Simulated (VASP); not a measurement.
# SiC (P6_3mc) in VASP: notebook

The runs below take SiC through single point, with r2SCAN.

Program: VASP 6.6.1. These are calculated values, not measurements. Logs are shortened: lines on timing, memory, paths and dates and some standing lists are left out, and cuts for length are marked.

**1. The cell of the first run**

It takes space group P6_3mc (No. 186, hexagonal). Conventional cell: a = 3.137 Å, b = 3.137 Å, c = 5.032 Å, α = 90.00°, β = 90.00°, γ = 120.00°. Si (site symmetry 3m) has 4 C at 1.90 to 1.91 Å within 2.5 Å. C (site symmetry 3m) has 4 Si at 1.90 to 1.91 Å within 2.5 Å.

**2. Single point, r2SCAN (in-plane strain +0.02, then relaxed in part)**

File POSCAR:

```
SiC
1.0
    3.1368429885      0.0000000000      0.0000000000
   -1.5684214943      2.7165857157      0.0000000000
    0.0000000000      0.0000000000      5.0317933374
Si C
2 2
Direct
    0.3333333333      0.6666666667      0.0035675155
    0.6666666667      0.3333333333      0.5035675155
    0.3333333333      0.6666666667      0.3814324845
    0.6666666667      0.3333333333      0.8814324845
```

File INCAR.step1:

```
ALGO = Normal
EDIFF = 1E-4
ENCUT = 520
GGA = PE
ISMEAR = 0
LASPH = T
LCHARG = F
LREAL = F
LWAVE = T
NBANDS = 16
NELM = 80
PREC = Accurate
SIGMA = 0.01
```

File INCAR.step2:

```
ALGO = Normal
EDIFF = 1E-6
ENCUT = 520
ISIF = 2
ISMEAR = 0
ISTART = 1
LASPH = T
LCHARG = T
LELF = T
LMIXTAU = T
LREAL = F
LVHAR = T
LWAVE = F
METAGGA = R2SCAN
NBANDS = 16
NELM = 80
PREC = Accurate
SIGMA = 0.01
```

File KPOINTS:

```
k-points
0
Gamma
  8 8 6
```

Potentials or basis: VASP PAW PBE potentials, release 64 (Si, C).

Run with:

```sh
cat potpaw_PBE.64/Si/POTCAR potpaw_PBE.64/C/POTCAR > POTCAR
cp INCAR.step1 INCAR
mpirun -np 1 vasp_std > vasp.out
cp INCAR.step2 INCAR
mpirun -np 1 vasp_std > vasp.out
```

OUTCAR:

```text
EDIFF = 1E-6
   ENCUT = 520
   ISIF = 2
   ISMEAR = 0
   ISTART = 1
   LASPH = T
   LREAL = F
   METAGGA = R2SCAN
   NELM = 80
   PREC = Accurate

 ion  position               nearest neighbor table
   1  0.333  0.667  0.004-   3 1.90   4 1.91   4 1.91   4 1.91   2 3.10   2 3.10   2 3.10   2 3.10
                             2 3.10   2 3.10
   2  0.667  0.333  0.504-   4 1.90   3 1.91   3 1.91   3 1.91   1 3.10   1 3.10   1 3.10   1 3.10
                             1 3.10   1 3.10
   3  0.333  0.667  0.381-   1 1.90   2 1.91   2 1.91   2 1.91
   4  0.667  0.333  0.881-   2 1.90   1 1.91   1 1.91   1 1.91

  LATTYP: Found a hexagonal cell.
 ALAT       =     3.1368429885
 C/A-ratio  =     1.6040947398

  Lattice vectors:

 A1 = (   3.1368429885,   0.0000000000,   0.0000000000)
 A2 = (  -1.5684214943,   2.7165857157,   0.0000000000)
 A3 = (   0.0000000000,   0.0000000000,   5.0317933374)

Analysis of symmetry for initial positions (statically):
=====================================================================
 Subroutine PRICEL returns:
 Original cell was already a primitive cell.

 Routine SETGRP: Setting up the symmetry group for a
 hexagonal supercell.

 Subroutine GETGRP returns: Found 12 space group operations
 (whereof  6 operations were pure point group operations)
 out of a pool of 24 trial point group operations.

The static configuration has the point symmetry C_3v.
 The point group associated with its full space group is C_6v.

Analysis of symmetry for dynamics (positions and initial velocities):
=====================================================================
 Subroutine PRICEL returns:
 Original cell was already a primitive cell.

 Routine SETGRP: Setting up the symmetry group for a
 hexagonal supercell.

 Subroutine GETGRP returns: Found 12 space group operations
 (whereof  6 operations were pure point group operations)
 out of a pool of 24 trial point group operations.

The dynamic configuration has the point symmetry C_3v.
 The point group associated with its full space group is C_6v.

 Subroutine INISYM returns: Found 12 space group operations
 (whereof  6 operations are pure point group operations),
 and found     1 'primitive' translations

----------------------------------------------------------------------------------------

                                     Primitive cell

  volume of cell :      42.8784

  direct lattice vectors                    reciprocal lattice vectors
     3.136842989  0.000000000  0.000000000     0.318791857  0.184054564  0.000000000
    -1.568421494  2.716585716  0.000000000     0.000000000  0.368109128  0.000000000
     0.000000000  0.000000000  5.031793337     0.000000000  0.000000000  0.198736302

  length of vectors
     3.136842989  3.136842989  5.031793337     0.368109128  0.368109128  0.198736302

  position of ions in fractional coordinates (direct lattice)
     0.333333333  0.666666667  0.003567516
     0.666666667  0.333333333  0.503567516
     0.333333333  0.666666667  0.381432485
     0.666666667  0.333333333  0.881432485

  ion indices of the primitive-cell ions
   primitive index   ion index
                 1           1
                 2           2
                 3           3
                 4           4

----------------------------------------------------------------------------------------

 KPOINTS: k-points

Automatic generation of k-mesh.
 Grid dimensions read from file:
 generate k-points for:    8    8    6

 Generating k-lattice:

  Cartesian coordinates                     Fractional coordinates (reciprocal lattice)
     0.039848982  0.023006821  0.000000000     0.125000000  0.000000000  0.000000000
     0.000000000  0.046013641  0.000000000     0.000000000  0.125000000  0.000000000
     0.000000000  0.000000000  0.033122717     0.000000000  0.000000000  0.166666667

  Length of vectors
     0.046013641  0.046013641  0.033122717

  Shift w.r.t. Gamma in fractional coordinates (k-lattice)
     0.000000000  0.000000000  0.000000000

 Subroutine IBZKPT returns following result:
 ===========================================

 Found     40 irreducible k-points:

 Following reciprocal coordinates:
            Coordinates               Weight
  0.000000  0.000000  0.000000      1.000000
  0.125000  0.000000  0.000000      6.000000
  0.250000  0.000000  0.000000      6.000000
  0.375000  0.000000  0.000000      6.000000
  0.500000  0.000000  0.000000      3.000000
  0.125000  0.125000  0.000000      6.000000
[... 16 lines left out ...]
  0.250000  0.000000  0.333333     12.000000
  0.375000  0.000000  0.333333     12.000000
 [... further k-points ...]
   k-points           NKPTS =     40   k-points in BZ     NKDIM =     40   number of bands    NBANDS=     16
   number of dos      NEDOS =    301   number of ions     NIONS =      4
   total plane-waves  NPLWV =  23040
   dimension x,y,z NGX =    24 NGY =   24 NGZ =   40
   dimension x,y,z NGXF=    48 NGYF=   48 NGZF=   80
   ions per type =               2   2
   NGX,Y,Z   is equivalent  to a cutoff of  12.72, 12.72, 13.22 a.u.
   NGXF,Y,Z  is equivalent  to a cutoff of  25.44, 25.44, 26.43 a.u.
 SYSTEM =  unknown system
   PREC   = accura    normal or accurate (medium, high low for compatibility)
   ISTART =      1    job   : 0-new  1-cont  2-samecut
   ICHARG =      0    charge: 1-file 2-atom 10-const
   ISPIN  =      1    spin polarized calculation?
   LNONCOLLINEAR =      F non collinear calculations
   LSORBIT =      F    spin-orbit coupling
   LASPH  =      T    aspherical Exc in radial PAW
   ENCUT  =  520.0 eV  38.22 Ry    6.18 a.u.   5.83  5.83  9.36*2*pi/ulx,y,z
   NELM   =     80;   NELMIN=  2; NELMDL=  0     # of ELM steps
   EDIFF  = 0.1E-05   stopping-criterion for ELM
   LREAL  =      F    real-space projection
   EDIFFG = 0.1E-04   stopping-criterion for IOM
   NSW    =      0    number of steps for IOM
   IBRION =     -1    ionic relax: 0-MD 1-quasi-New 2-CG
   NFREE  =      0    steps in history (QN), initial steepest desc. (CG)
   ISIF   =      2    stress and relaxation
   ISYM   =      2    0-nonsym 1-usesym 2-fastsym
   POTIM  = 0.5000    time-step for ionic-motion
   TEBEG  =    0.0;   TEEND  =   0.0 temperature during run
   PSTRESS=    0.0 pullay stress
   NELECT =      16.0000    total number of electrons
   NUPDOWN=      -1.0000    fix difference up-down
   EMIN   =  10.00;   EMAX   =-10.00  energy-range for DOS
   EFERMI =   0.00;   METHOD = LEGACY
   ISMEAR =     0;   SIGMA  =   0.01  broadening in eV -4-tet -1-fermi 0-gaus
   EFERMI_NEDOS =   21; number of points for ismear=-14 and -15
   IALGO  =     38    algorithm
   IMIX   =      4    mixing-type and parameters
     AMIX     =   0.40;   BMIX     =  1.00
     AMIX_MAG =   1.60;   BMIX_MAG =  1.00
  volume/ion in A,a.u.               =      10.72        72.34
  Fermi-wavevector in a.u.,A,eV,Ry     =   1.178606  2.227242 18.900004  1.389111
  Thomas-Fermi vector in A             =   2.314931
   LORBIT       =      0    0 simple, 1 ext, 2 COOP (PROOUT), +10 PAW based schemes
   METAGGA = R2SCAN    functional components
   LHFCALC =     F    Hartree Fock is set to
   AEXX    =    0.0000 exact exchange contribution
   IVDW    =     0    specifies the selected vdW correction
   LEPSILON=     F    determine dielectric tensor
   LRPA    =     F    only Hartree local field effects (RPA)
 non-spin polarized calculation
 Gauss-broadening in eV      SIGMA  =   0.01
  energy-cutoff  :      520.00
  volume of cell :       42.88
 maximum number of plane-waves:      1182
 NGX is ok and might be reduce to    24
   NGX = 11   NGY = 11   NGZ = 19

 number of electron      16.0000001 magnetization

 Free energy of the ion-electron system (eV)
  ---------------------------------------------------
  ext. energy  EPLUGINS =         0.00000000
  ---------------------------------------------------
  free energy    TOTEN  =       -38.57339292 eV

  energy without entropy =      -38.57339292  energy(sigma->0) =      -38.57339292

 E-fermi :   7.8702     XC(G=0): -11.7649

 val. band max:        7.7692554977   @ k =   0.0000   0.0000   0.0000
 cond. band min:      10.7058008822   @ k =   0.5000   0.0000   0.0000
 fundamental gap:      2.9365453845
 Fermi energy:         7.8701775615

 k-point     1 :       0.0000    0.0000    0.0000
  band No.  band energies     occupation
      1      -8.3240      2.00000
      2      -4.6566      2.00000
      3      -0.9753      2.00000
      4       6.2120      2.00000
      5       6.2120      2.00000
      6       7.6928      2.00000
[... 8 lines left out ...]
     15      16.9853      0.00000
     16      19.4642      0.00000

 k-point     2 :       0.1250    0.0000    0.0000
  band No.  band energies     occupation
      1      -8.0569      2.00000
      2      -4.4375      2.00000
      3      -0.7352      2.00000
      4       4.8333      2.00000
      5       5.7834      2.00000
      6       6.6972      2.00000
[... 8 lines left out ...]
     15      17.6494      0.00000
     16      18.0558      0.00000

 k-point     3 :       0.2500    0.0000    0.0000
  band No.  band energies     occupation
      1      -7.2754      2.00000
      2      -3.8490      2.00000
      3      -0.0959      2.00000
      4       2.4695      2.00000
      5       4.6727      2.00000
      6       5.0092      2.00000
[... 8 lines left out ...]
     15      18.3004      0.00000
     16      18.8951      0.00000

 k-point     4 :       0.3750    0.0000    0.0000
  band No.  band energies     occupation
      1      -6.0788      2.00000
      2      -3.3147      2.00000
      3      -0.0162      2.00000
      4       1.5496      2.00000
      5       2.6237      2.00000
      6       4.4182      2.00000
[... 8 lines left out ...]
     15      19.5805      0.00000
     16      20.3899      0.00000
[... 324 lines left out ...]
 k-point    22 :       0.1250    0.0000    0.3333
  band No.  band energies     occupation
      1      -7.4980      2.00000
      2      -5.9288      2.00000
      3       1.5788      2.00000
      4       5.0551      2.00000
      5       5.3255      2.00000
      6       6.1475      2.00000
[... 8 lines left out ...]
     15      16.7005      0.00000
     16      18.8225      0.00000

 k-point    23 :       0.2500    0.0000    0.3333
  band No.  band energies     occupation
      1      -6.7308      2.00000
      2      -5.2203      2.00000
      3       1.5081      2.00000
      4       3.3014      2.00000
      5       3.6437      2.00000
      6       5.4198      2.00000
[... 8 lines left out ...]
     15      18.4231      0.00000
     16      18.9670      0.00000

 k-point    24 :       0.3750    0.0000    0.3333
  band No.  band energies     occupation
      1      -5.5734      2.00000
      2      -4.2556      2.00000
      3      -0.0371      2.00000
      4       1.2402      2.00000
      5       3.7681      2.00000
      6       4.8515      2.00000
[... 8 lines left out ...]
     15      19.9914      0.00000
     16      20.2046      0.00000

 [... further k-points ...]

------------------------ aborting loop because EDIFF is reached ----------------------------------------

  FORCE on cell =-STRESS in cart. coord.  units (eV):
  Direction    XX          YY          ZZ          XY          YZ          ZX
  --------------------------------------------------------------------------------------
  -------------------------------------------------------------------------------------
  Total       -3.1491484     -3.1491484     -0.0240638      0.0000000      0.0000000     -0.0000000
  in kB     -117.6697188   -117.6697188     -0.8991570      0.0000000      0.0000000     -0.0000000
  external PRESSURE =     -78.7461982 kB  Pullay stress =       0.0000000 kB

 VOLUME and BASIS-vectors are now :
 -----------------------------------------------------------------------------
  energy-cutoff  :      520.00
  volume of cell :       42.88
      direct lattice vectors                 reciprocal lattice vectors
     3.136842989  0.000000000  0.000000000     0.318791857  0.184054564  0.000000000
    -1.568421494  2.716585716  0.000000000     0.000000000  0.368109128  0.000000000
     0.000000000  0.000000000  5.031793337     0.000000000  0.000000000  0.198736302

 POSITION                                       TOTAL-FORCE (eV/Angst)
 -----------------------------------------------------------------------------------
     -0.00000      1.81106      0.01795         0.000000     -0.000000      0.001280
      1.56842      0.90553      2.53385         0.000000      0.000000      0.001280
     -0.00000      1.81106      1.91929        -0.000000      0.000000     -0.001280
      1.56842      0.90553      4.43519        -0.000000     -0.000000     -0.001280
 -----------------------------------------------------------------------------------
    total drift:                               -0.000000     -0.000000      0.000425

  FREE ENERGIE OF THE ION-ELECTRON SYSTEM (eV)
  ---------------------------------------------------
  free  energy   TOTEN  =       -38.5733929221 eV

  energy  without entropy=      -38.5733929221  energy(sigma->0) =      -38.57339292
```

Run time: 38 s. Hardware: 1 thread of Intel Xeon 6975P-C (Granite Rapids), shared host; peak memory 0.17 GiB.

What came out:

* Free energy: -38.5734 eV
* Pressure: -7.9 GPa
* Band gap on the k mesh: 2.94 eV, indirect (least direct gap 4.20 eV)

Stress tensor (GPa, compression positive):
```
-11.77   0.00   0.00
  0.00 -11.77   0.00
  0.00   0.00  -0.09
```

Caveat: the cell differs from its parent crystal (in-plane strain +0.02, then relaxed in part); the PAW data sets were made with another functional, which shifts forces and pressure a little. A k mesh can miss the band edges.

**3. Single point, r2SCAN (film at in-plane strain +0.02)**

POSCAR is that of step 2.

File INCAR.step1:

```
SYSTEM = SiC
PREC = Accurate
ENCUT = 520
ISMEAR = 0
SIGMA = 0.01
LREAL = .FALSE.
LASPH = .TRUE.
NELM = 60
NBANDS = 16
GGA = PE
ALGO = Normal
EDIFF = 1E-4
LWAVE = .TRUE.
LCHARG = .FALSE.
```

File INCAR.step2:

```
SYSTEM = SiC
PREC = Accurate
ENCUT = 520
EDIFF = 1E-6
ISMEAR = 0
SIGMA = 0.01
LREAL = .FALSE.
LASPH = .TRUE.
NELM = 60
ALGO = Normal
ISIF = 2
LWAVE = .FALSE.
LCHARG = .FALSE.
METAGGA = R2SCAN
LMIXTAU = .TRUE.
NBANDS = 16
ISTART = 1
```

File KPOINTS:

```
regular mesh
0
G
  8 8 6
  0 0 0
```

Potentials or basis: VASP PAW PBE potentials, release 64 (Si, C).

Run with:

```sh
cat potpaw_PBE.64/Si/POTCAR potpaw_PBE.64/C/POTCAR > POTCAR
cp INCAR.step1 INCAR
mpirun -np 1 vasp_std > vasp.out
cp INCAR.step2 INCAR
mpirun -np 1 vasp_std > vasp.out
```

It took 32 s on 1 thread of Intel Xeon 6975P-C (Granite Rapids), shared host; peak memory 0.17 GiB.

The run converged. Its results:

```yaml
Free_energy: -38.5734 eV
Pressure: -7.9 GPa
Band_gap_on_the_k_mesh: 2.94 eV, indirect (least direct gap 4.20 eV)
```

Stress tensor (GPa, compression positive):
```
-11.77   0.00   0.00
  0.00 -11.77   0.00
  0.00   0.00  -0.09
```

Levels at points of the mesh, in eV from the valence-band top:
| k point | band 5 | band 6 | band 7 | band 8 | band 9 | band 10 | band 11 | band 12 |
| --- | --- | --- | --- | --- | --- | --- | --- | --- |
| (0.00, 0.00, 0.00) | -1.56 | -0.08 | -0.08 | 0.00 | 4.64 | 6.56 | 6.74 | 6.74 |
| (0.50, 0.00, 0.00) | -5.52 | -3.56 | -3.28 | -1.26 | 2.94 | 4.75 | 7.13 | 7.42 |
| (0.00, 0.00, 0.50) | -0.88 | -0.88 | -0.88 | -0.88 | 5.85 | 5.85 | 7.48 | 7.48 |
| (0.50, 0.00, 0.50) | -2.62 | -2.62 | -2.30 | -2.30 | 3.66 | 3.66 | 5.68 | 5.68 |

Caveat: the cell differs from its parent crystal (film at in-plane strain +0.02); the PAW data sets were made with another functional, which shifts forces and pressure a little. A k mesh can miss the band edges.

(Continued in part 2 of 2.)
